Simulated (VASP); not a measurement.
# P (C2/m) in VASP: further runs, part 2 of 2

VASP 6.6.1. Earlier steps stand in the parts before.

### Step 3. Electric field gradients, PBEsol (equal xy, yz and zx shear strains of -1 %)

The input, INCAR:

```
  PREC = Accurate
  ENCUT = 400
  EDIFF = 1E-8
  ISMEAR = -1
  SIGMA = 0.08
  LREAL = F
  LASPH = T
  NELM = 120
  ALGO = Normal
  ISIF = 2
  LWAVE = F
  LCHARG = F
  GGA = PS
  LEFG = T
  NBANDS = 8
  GGA_COMPAT = F
```

The input, KPOINTS:

```
Automatic mesh
0
Gamma
  10 10 9
```

The input, POSCAR:

```
P
1.0
    4.2729048574     -0.0213645243     -0.0213645243
   -0.0213645243      4.2729048574     -0.0213645243
   -0.0218900000     -0.0218900000      4.3780000000
P
1
Direct
    0.0000000000      0.0000000000      0.0000000000
```

Potentials or basis: VASP PAW PBE potentials, release 64 (P).

Started as:

```sh
$ cat potpaw_PBE.64/P/POTCAR > POTCAR
$ mpirun -np 1 vasp_std > vasp.out
```

OUTCAR:

```text
PREC = Accurate
   ENCUT = 400
   EDIFF = 1E-8
   ISMEAR = -1
   LREAL = F
   LASPH = T
   NELM = 120
   ISIF = 2
   GGA = PS

 ion  position               nearest neighbor table
   1  0.000  0.000  0.000-

  LATTYP: Found a base centered monoclinic cell.
 ALAT       =     6.0127378273
 B/A-ratio  =     1.0100247466
 C/A-ratio  =     1.2286337705
 COS(beta)  =    -0.8055103382

  Lattice vectors:

 A1 = (  -4.2729048574,   0.0213645243,   0.0213645243)
 A2 = (   0.0213645243,  -4.2729048574,   0.0213645243)
 A3 = (   4.2296503331,   4.2296503331,   4.3352709514)

Analysis of symmetry for initial positions (statically):
=====================================================================
 Subroutine PRICEL returns:
 Original cell was already a primitive cell.

 Routine SETGRP: Setting up the symmetry group for a
 base centered monoclinic supercell.

[... 444 lines left out ...]
  external PRESSURE =     -37.8323911 kB  Pullay stress =       0.0000000 kB

 VOLUME and BASIS-vectors are now :
 -----------------------------------------------------------------------------
  energy-cutoff  :      400.00
  volume of cell :       79.93
      direct lattice vectors                 reciprocal lattice vectors
     4.272904857 -0.021364524 -0.021364524     0.234044587  0.001176103  0.001176103
    -0.021364524  4.272904857 -0.021364524     0.001176103  0.234044587  0.001176103
    -0.021890000 -0.021890000  4.378000000     0.001147871  0.001147871  0.228426280

 POSITION                                       TOTAL-FORCE (eV/Angst)
 -----------------------------------------------------------------------------------
      0.00000      0.00000      0.00000        -0.000000     -0.000000      0.000000
 -----------------------------------------------------------------------------------
    total drift:                               -0.000000      0.000000     -0.000000

  FREE ENERGIE OF THE ION-ELECTRON SYSTEM (eV)
  ---------------------------------------------------
  free  energy   TOTEN  =        -1.2058977500 eV

  energy  without entropy=       -1.1330031287  energy(sigma->0) =       -1.16945044

 Electric field gradients (V/A^2)
---------------------------------------------------------------------
 ion       V_xx      V_yy      V_zz      V_xy      V_xz      V_yz
---------------------------------------------------------------------
   1       0.377     0.377    -0.754    -0.257    -0.216    -0.216
---------------------------------------------------------------------

 Electric field gradients after diagonalization (V/A^2)
 (convention: |V_zz| > |V_xx| > |V_yy|)
----------------------------------------------------------------------
 ion       V_xx      V_yy      V_zz     asymmetry (V_yy - V_xx)/ V_zz
----------------------------------------------------------------------
   1       0.634     0.217    -0.850       0.491
----------------------------------------------------------------------

           NMR quadrupolar parameters

 Cq : quadrupolar parameter    Cq=e*Q*V_zz/h
 eta: asymmetry parameters     (V_yy - V_xx)/ V_zz
 Q  : nuclear electric quadrupole moment in mb (millibarn)
----------------------------------------------------------------------
 ion       Cq(MHz)       eta       Q (mb)
----------------------------------------------------------------------
   1      -0.002       0.491       1.000
----------------------------------------------------------------------
```

OSZICAR:

```text
N       E                     dE             d eps       ncg     rms          rms(c)
DAV:   1     0.678944562656E+01    0.67894E+01   -0.11158E+03  4016   0.290E+02
DAV:   2    -0.859272169731E+00   -0.76487E+01   -0.75127E+01  5528   0.422E+01
DAV:   3    -0.122082217916E+01   -0.36155E+00   -0.34423E+00  4968   0.937E+00
DAV:   4    -0.122433455499E+01   -0.35124E-02   -0.35088E-02  7064   0.106E+00
DAV:   5    -0.122433997792E+01   -0.54229E-05   -0.54230E-05  5576   0.269E-02    0.597E-01
DAV:   6    -0.120830710263E+01    0.16033E-01   -0.28361E-02  4912   0.634E-01    0.320E-01
DAV:   7    -0.120489276791E+01    0.34143E-02   -0.27452E-02  5360   0.652E-01    0.154E-01
DAV:   8    -0.120582488247E+01   -0.93211E-03   -0.11080E-03  5088   0.159E-01    0.295E-02
DAV:   9    -0.120584099860E+01   -0.16116E-04   -0.12304E-05  7096   0.196E-02    0.945E-03
DAV:  10    -0.120589268998E+01   -0.51691E-04   -0.67267E-05  4360   0.348E-02    0.227E-03
DAV:  11    -0.120589750678E+01   -0.48168E-05   -0.97709E-06  4672   0.123E-02    0.167E-03
DAV:  12    -0.120589757663E+01   -0.69852E-07   -0.33121E-07  5824   0.250E-03    0.452E-04
DAV:  13    -0.120589773023E+01   -0.15359E-06   -0.26400E-07  4552   0.230E-03    0.322E-04
DAV:  14    -0.120589775778E+01   -0.27550E-07   -0.40041E-09  6640   0.353E-04    0.633E-05
DAV:  15    -0.120589774995E+01    0.78267E-08   -0.15109E-09  4856   0.192E-04
   1 F= -.12058977E+01 E0= -.11694504E+01  d E =-.728946E-01
```

stdout:

```text
POSCAR found type information on POSCAR P
 POSCAR found :  1 types and       1 ions
 scaLAPACK will be used
 -----------------------------------------------------------------------------
|                                                                             |
|                                                                             |
|     You enforced a specific xc type in the INCAR file but a different       |
|     I HOPE YOU KNOW WHAT YOU ARE DOING!                                     |
|                                                                             |
 -----------------------------------------------------------------------------

 LDA part: xc-table for (Slater+PW92), standard interpolation
 POSCAR, INCAR and KPOINTS ok, starting setup
 FFT: planning ... GRIDC
 FFT: planning ... GRID_SOFT
 FFT: planning ... GRID
 WAVECAR not read
 entering main loop
ion   1
```

Wall time 71 s (1 thread of Intel Xeon Platinum 8259CL at 2.50GHz (Skylake/Cascade Lake), shared host); peak memory 0.22 GiB.

Results:

```
Free energy                             : -1.2059 eV
Pressure                                : -3.8 GPa
Band gap on the k mesh                  : zero (an odd number of electrons rules out a gap without spin polarisation)
Largest electric field gradient by atom : P -0.8 V/Å²
```

Levels at points of the mesh, in eV from the Fermi level:
| k point | band 1 | band 2 | band 3 | band 4 | band 5 | band 6 | band 7 |
| --- | --- | --- | --- | --- | --- | --- | --- |
| (0.00, 0.00, 0.00) | -8.73 | 0.44 | 0.55 | 0.56 | 4.62 | 7.44 | 7.52 |
| (0.50, 0.00, 0.00) | -8.56 | -0.84 | 0.60 | 0.70 | 6.51 | 7.55 | 8.18 |
| (0.50, 0.50, 0.00) | -8.40 | -0.55 | -0.53 | 0.73 | 5.86 | 8.11 | 9.69 |

Electric field gradients, principal values (V/Å²):
```
atom  least  middle  greatest (by size)
 1 P  0.217   0.634              -0.850
```

Caveat: the cell differs from its parent crystal (equal xy, yz and zx shear strains of -1 %); the cell stands under tension; the atoms stand far beyond bonding distance, and open shells without spin polarisation read as a metal; without QUAD_EFG the Cq values of the log hold for a quadrupole moment of 1 mb, not for the nuclei; the PAW data sets were made with another functional, which shifts forces and pressure a little.

### Step 4. Electric field gradients, PBEsol (equal xy, yz and zx shear strains of +1 %)

The input, INCAR:

```
  ALGO = Normal
  EDIFF = 1E-8
  ENCUT = 400
  GGA = PS
  GGA_COMPAT = False
  ISIF = 2
  ISMEAR = -1
  LASPH = True
  LCHARG = False
  LEFG = True
  LREAL = False
  LWAVE = False
  NBANDS = 8
  NELM = 120
  PREC = Accurate
  SIGMA = 0.08
```

The input, KPOINTS:

```
k-points
0
Gamma
  10 10 9
```

The input, POSCAR:

```
P
1.0
    4.2729048574      0.0213645243      0.0213645243
    0.0213645243      4.2729048574      0.0213645243
    0.0218900000      0.0218900000      4.3780000000
P
1
Direct
    0.0000000000      0.0000000000      0.0000000000
```

Potentials or basis: VASP PAW PBE potentials, release 64 (P).

Started as:

```sh
$ cat potpaw_PBE.64/P/POTCAR > POTCAR
$ mpirun -np 1 vasp_std > vasp.out
```

OUTCAR:

```text
EDIFF = 1E-8
   ENCUT = 400
   GGA = PS
   ISIF = 2
   ISMEAR = -1
   LASPH = True
   LREAL = False
   NELM = 120
   PREC = Accurate

 ion  position               nearest neighbor table
   1  0.000  0.000  0.000-

  LATTYP: Found a base centered monoclinic cell.
 ALAT       =     6.0731643166
 B/A-ratio  =     0.9900252466
 C/A-ratio  =     0.7208942851
 COS(beta)  =    -0.0141062544

  Lattice vectors:
[... 471 lines left out ...]
 -----------------------------------------------------------------------------------
    total drift:                               -0.000000      0.000000     -0.000000

  FREE ENERGIE OF THE ION-ELECTRON SYSTEM (eV)
  ---------------------------------------------------
  free  energy   TOTEN  =        -1.2058976133 eV

  energy  without entropy=       -1.1330028593  energy(sigma->0) =       -1.16945024

 Electric field gradients (V/A^2)
---------------------------------------------------------------------
 ion       V_xx      V_yy      V_zz      V_xy      V_xz      V_yz
---------------------------------------------------------------------
   1       0.377     0.377    -0.754     0.264     0.223     0.223
---------------------------------------------------------------------

 Electric field gradients after diagonalization (V/A^2)
 (convention: |V_zz| > |V_xx| > |V_yy|)
----------------------------------------------------------------------
 ion       V_xx      V_yy      V_zz     asymmetry (V_yy - V_xx)/ V_zz
----------------------------------------------------------------------
   1       0.709     0.113    -0.822       0.724
----------------------------------------------------------------------

           NMR quadrupolar parameters

 Cq : quadrupolar parameter    Cq=e*Q*V_zz/h
 eta: asymmetry parameters     (V_yy - V_xx)/ V_zz
 Q  : nuclear electric quadrupole moment in mb (millibarn)
----------------------------------------------------------------------
 ion       Cq(MHz)       eta       Q (mb)
----------------------------------------------------------------------
   1      -0.002       0.724       1.000
----------------------------------------------------------------------
```

OSZICAR:

```text
N       E                     dE             d eps       ncg     rms          rms(c)
DAV:   1     0.667990741386E+01    0.66799E+01   -0.11308E+03  4016   0.292E+02
DAV:   2    -0.867317016881E+00   -0.75472E+01   -0.74022E+01  5480   0.423E+01
DAV:   3    -0.122122216065E+01   -0.35391E+00   -0.33876E+00  5072   0.926E+00
DAV:   4    -0.122433648655E+01   -0.31143E-02   -0.31119E-02  6968   0.974E-01
DAV:   5    -0.122433986551E+01   -0.33790E-05   -0.33789E-05  5624   0.251E-02    0.597E-01
DAV:   6    -0.120830794608E+01    0.16032E-01   -0.28370E-02  5192   0.634E-01    0.320E-01
DAV:   7    -0.120489224872E+01    0.34157E-02   -0.27406E-02  5432   0.651E-01    0.153E-01
DAV:   8    -0.120582141252E+01   -0.92916E-03   -0.10794E-03  5144   0.158E-01    0.271E-02
DAV:   9    -0.120584140605E+01   -0.19994E-04   -0.12072E-05  6960   0.196E-02    0.904E-03
DAV:  10    -0.120589271206E+01   -0.51306E-04   -0.66914E-05  4368   0.346E-02    0.220E-03
DAV:  11    -0.120589737396E+01   -0.46619E-05   -0.92106E-06  4768   0.120E-02    0.154E-03
DAV:  12    -0.120589743861E+01   -0.64643E-07   -0.35073E-07  5648   0.253E-03    0.412E-04
DAV:  13    -0.120589759684E+01   -0.15823E-06   -0.27080E-07  4608   0.230E-03    0.294E-04
DAV:  14    -0.120589762133E+01   -0.24486E-07   -0.38702E-09  6776   0.347E-04    0.697E-05
DAV:  15    -0.120589761330E+01    0.80279E-08   -0.14848E-09  4904   0.189E-04
   1 F= -.12058976E+01 E0= -.11694502E+01  d E =-.728948E-01
```

Wall time 67 s (1 thread of Intel Xeon Platinum 8259CL at 2.50GHz (Skylake/Cascade Lake), shared host); peak memory 0.22 GiB.

What came out:

| Property | Result |
| --- | --- |
| Free energy | -1.2059 eV |
| Pressure | -3.8 GPa |
| Band gap on the k mesh | zero (an odd number of electrons rules out a gap without spin polarisation) |
| Largest electric field gradient by atom | P -0.8 V/Å² |

Stress tensor (GPa, compression positive):
```
-3.94 -0.04 -0.04
-0.04 -3.94 -0.04
-0.04 -0.04 -3.47
```

Levels at points of the mesh, in eV from the Fermi level:
```
           k point  band 1  band 2  band 3  band 4  band 5  band 6
(0.00, 0.00, 0.00)   -8.73    0.44    0.55    0.56    4.62    7.44
(0.50, 0.00, 0.00)   -8.56   -0.84    0.60    0.70    6.51    7.55
(0.50, 0.50, 0.00)   -8.40   -0.55   -0.53    0.73    5.86    8.11
```

Electric field gradients, principal values (V/Å²):
```csv
atom,least,middle,greatest (by size)
1 P,0.113,0.709,-0.822
```

Caveat: the cell differs from its parent crystal (equal xy, yz and zx shear strains of +1 %); the cell stands under tension; the atoms stand far beyond bonding distance, and open shells without spin polarisation read as a metal; without QUAD_EFG the Cq values of the log hold for a quadrupole moment of 1 mb, not for the nuclei; the PAW data sets were made with another functional, which shifts forces and pressure a little.

### Step 5. Overview

```tsv
cell	gap on the mesh (eV)	pressure (GPa)
a = 4.273, b = 4.273, c = 4.378 Å, angles 91.1°, 1 atom	none	-3.8
a = 4.273, b = 4.273, c = 4.378 Å, angles 90.6°, 1 atom	none	-3.8
a = 4.273, b = 4.273, c = 4.378 Å, angles 89.4°, 1 atom	none	-3.8
```

Alike in all rows: task electric field gradients; level PBEsol; potentials or basis VASP PAW PBE potentials, release 64 (P); no spin polarisation; k mesh 10 × 10 × 9; cutoff (eV) 400; smearing fermi-dirac 0.08 eV.

Caveats: the cell stands under tension; the atoms stand far beyond bonding distance, and open shells without spin polarisation read as a metal; the PAW data sets were made with another functional, which shifts forces and pressure a little.

Total energies depend on the potentials used, so only differences within one code and one set of settings carry meaning.
